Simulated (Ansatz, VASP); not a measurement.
VMoS4: VASP beside Ansatz

```xyz
6
Lattice="3.1882 0.0000 0.0000 -1.5941 2.7610 0.0000 0.0000 0.0000 13.5803" Properties=species:S:1:pos:R:3 pbc="T T T"
V     0.0000    0.0000    6.7902
Mo    0.0000    0.0000    0.0000
S     1.5941    0.9203    5.3252
S     1.5941    0.9203   11.9947
S     0.0000    1.8407    1.5856
S     0.0000    1.8407    8.2551
```

Alike in both runs: task single point; functional PBE; k mesh 12 × 12 × 4; occupations gaussian, width 0.1 eV; no spin polarisation.

|  | VASP | Ansatz |
| --- | --- | --- |
| version | VASP 6.6.1 | Ansatz 0.2.0 |
| potentials or method | VASP PAW PBE potentials, release 64 (V_sv, Mo_sv, S), cutoff 520 eV | scalar-relativistic, plane waves, PAW |
| valence electrons in the cell | 51 | 51 |

Ansatz gave:

```
gap on the k mesh at the Fermi level (eV) : none
pressure (GPa)                            : 0.0
```

Task: What did VASP give for the same quantities?

Result: gap on the k mesh at the Fermi level (eV): none; pressure (GPa): -0.1.

A gap of «none» marks a metal or a gap that the smearing closes.
